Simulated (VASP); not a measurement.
# Os (Cmcm) in VASP: further runs, part 2 of 2

VASP 6.6.1. Earlier steps stand in the parts before.

## (3) Single point, PBE (strain +0.0150 x Voigt [0, 1, 0, 0, 0, 0])

INCAR reads:

```
SYSTEM = Os
ALGO = Fast ; EDIFF = 1E-6
ENCUT = 520 ; GGA = PE
ISIF = 2 ; ISMEAR = 0
LASPH = .TRUE. ; LCHARG = .FALSE.
LREAL = .FALSE. ; LWAVE = .FALSE.
NBANDS = 15 ; NELM = 100
PREC = Accurate ; SIGMA = 0.15
```

KPOINTS reads:

```
k-points
0
G
  18 18 12
  0 0 0
```

POSCAR reads:

```
Os
1.0
    2.7340999755      0.0000000000      0.0000000000
   -1.3670499878      2.4033170358      0.0000000000
    0.0000000000      0.0000000000      4.3197000000
Os
2
Direct
    0.3333333333      0.6666666667      0.2500000000
    0.6666666667      0.3333333333      0.7500000000
```

Potentials or basis: VASP PAW PBE potentials, release 64 (Os).

Command:

```console
cat potpaw_PBE.64/Os/POTCAR > POTCAR
mpirun -np 1 vasp_std > vasp.out
```

OUTCAR:

```text
SYSTEM = Os
   EDIFF = 1E-6
   ENCUT = 520
   GGA = PE
   ISIF = 2
   ISMEAR = 0
   LASPH = .TRUE.
   LREAL = .FALSE.
   NELM = 100
   PREC = Accurate

 ion  position               nearest neighbor table
   1  0.333  0.667  0.250-   2 2.68   2 2.68   2 2.68   2 2.68   2 2.69   2 2.69
   2  0.667  0.333  0.750-   1 2.68   1 2.68   1 2.68   1 2.68   1 2.69   1 2.69

  LATTYP: Found a base centered orthorhombic cell.
 ALAT       =     2.7340999755
 B/A-ratio  =     1.7580315697
 C/A-ratio  =     1.5799349105

  Lattice vectors:

 A1 = (   1.3670499878,  -2.4033170358,   0.0000000000)
 A2 = (   1.3670499877,   2.4033170358,   0.0000000000)
 A3 = (   0.0000000000,   0.0000000000,   4.3197000000)

Analysis of symmetry for initial positions (statically):
=====================================================================
 Subroutine PRICEL returns:
 Original cell was already a primitive cell.

 Routine SETGRP: Setting up the symmetry group for a
 base centered orthorhombic supercell.

 Subroutine GETGRP returns: Found  8 space group operations
 (whereof  4 operations were pure point group operations)
 out of a pool of  8 trial point group operations.

The static configuration has the point symmetry C_2h.
 The point group associated with its full space group is D_2h.

Analysis of symmetry for dynamics (positions and initial velocities):
=====================================================================
 Subroutine PRICEL returns:
 Original cell was already a primitive cell.

 Routine SETGRP: Setting up the symmetry group for a
 base centered orthorhombic supercell.

 Subroutine GETGRP returns: Found  8 space group operations
 (whereof  4 operations were pure point group operations)
 out of a pool of  8 trial point group operations.

The dynamic configuration has the point symmetry C_2h.
 The point group associated with its full space group is D_2h.

 Subroutine INISYM returns: Found  8 space group operations
 (whereof  4 operations are pure point group operations),
 and found     1 'primitive' translations
[... 119 lines left out ...]
   LORBIT       =      0    0 simple, 1 ext, 2 COOP (PROOUT), +10 PAW based schemes
   GGA     = PE    functional components
   LHFCALC =     F    Hartree Fock is set to
   AEXX    =    0.0000 exact exchange contribution
   IVDW    =     0    specifies the selected vdW correction
   LEPSILON=     F    determine dielectric tensor
   LRPA    =     F    only Hartree local field effects (RPA)
 non-spin polarized calculation
 RMM-DIIS sequential band-by-band and
 Gauss-broadening in eV      SIGMA  =   0.15
  energy-cutoff  :      520.00
  volume of cell :       28.38
 maximum number of plane-waves:       780
   NGX = 11   NGY = 11   NGZ = 17

 number of electron      15.9999998 magnetization

 Free energy of the ion-electron system (eV)
  ---------------------------------------------------
  ext. energy  EPLUGINS =         0.00000000
  ---------------------------------------------------
  free energy    TOTEN  =       -22.49752523 eV

  energy without entropy =      -22.48308777  energy(sigma->0) =      -22.49030650

 E-fermi :   9.2593     XC(G=0): -13.9741

 val. band max:        9.2532155323   @ k =   0.1667   0.2778   0.2500
 cond. band min:       9.2596240042   @ k =   0.0000   0.2778   0.2500
 fundamental gap:      0.0064084719
 Fermi energy:         9.2593483073

 k-point     1 :       0.0000    0.0000    0.0000
  band No.  band energies     occupation
      1      -1.5620      2.00000
      2       1.6032      2.00000
      3       6.0903      2.00000
      4       6.4087      2.00000
      5       6.5893      2.00000
      6       6.9497      2.00000
      7       7.2346      2.00000
      8       7.6098      2.00000
      9       7.6942      2.00000
     10       9.3600      0.34281
     11      10.8511      0.00000
     12      10.9449      0.00000
     13      18.2463      0.00000
     14      23.2517      0.00000
[... 401 lines left out ...]
      2       2.9703      2.00000
      3       4.7200      2.00000
      4       4.8473      2.00000
      5       6.3360      2.00000
      6       6.3612      2.00000
      7       7.4273      2.00000
      8       8.3418      2.00000
      9       8.4406      2.00000
     10       9.1649      1.62669
     11      11.5534      0.00000
     12      16.9096      0.00000
     13      17.8287      0.00000
     14      23.1914      0.00000
     15      25.4564      0.00000

 [... further k-points ...]
[... 5 lines left out ...]
  --------------------------------------------------------------------------------------
  -------------------------------------------------------------------------------------
  Total        0.9042330     -0.4846337      0.8984990      0.0000000     -0.0000000      0.0000000
  in kB       51.0401466    -27.3555294     50.7164850      0.0000000     -0.0000000      0.0000000
  external PRESSURE =      24.8003674 kB  Pullay stress =       0.0000000 kB

 VOLUME and BASIS-vectors are now :
 -----------------------------------------------------------------------------
  energy-cutoff  :      520.00
  volume of cell :       28.38
      direct lattice vectors                 reciprocal lattice vectors
     2.734099975  0.000000000  0.000000000     0.365751073  0.208045794  0.000000000
    -1.367049988  2.403317036  0.000000000     0.000000000  0.416091587  0.000000000
     0.000000000  0.000000000  4.319700000     0.000000000  0.000000000  0.231497558

 POSITION                                       TOTAL-FORCE (eV/Angst)
 -----------------------------------------------------------------------------------
     -0.00000      1.60221      1.07993        -0.000000      0.035196      0.000000
      1.36705      0.80111      3.23977         0.000000     -0.035196      0.000000
 -----------------------------------------------------------------------------------
    total drift:                                0.000000     -0.000000      0.000000

  FREE ENERGIE OF THE ION-ELECTRON SYSTEM (eV)
  ---------------------------------------------------
  free  energy   TOTEN  =       -22.4975252274 eV

  energy  without entropy=      -22.4830877675  energy(sigma->0) =      -22.49030650
```

It took 2.1 min on 1 thread of Intel Xeon Platinum 8488C (Sapphire Rapids), shared host; peak memory 0.34 GiB.

Results:

```
Free energy            : -22.4975 eV
Pressure               : 2.5 GPa
Largest force          : 0.035 eV/Å
Band gap on the k mesh : zero (bands 8 and 9 overlap by 3.89 eV)
```

Forces in eV/Å, atoms in the order of the input:
```
Os   0.000  0.035  0.000
Os   0.000 -0.035  0.000
```

Levels at points of the mesh, in eV from the Fermi level:
```
           k point  band 6  band 7  band 8  band 9  band 10  band 11
(0.00, 0.00, 0.00)   -2.31   -2.02   -1.65   -1.57     0.10     1.59
(0.50, 0.00, 0.00)   -2.47   -1.75    1.93    2.50     2.66     4.33
(0.00, 0.50, 0.00)   -2.51   -1.91    1.87    2.45     2.72     4.21
(0.00, 0.00, 0.50)   -3.36   -3.09   -3.09    0.82     0.82     0.92
(0.50, 0.00, 0.50)   -1.27   -0.14   -0.14    2.27     2.27     3.26
(0.00, 0.50, 0.50)   -1.13   -0.24   -0.24    2.23     2.23     3.18
```

Caveat: the cell differs from its parent crystal (strain +0.0150 x Voigt [0, 1, 0, 0, 0, 0]); spin-orbit coupling is left out, which moves the levels of the heavy elements.
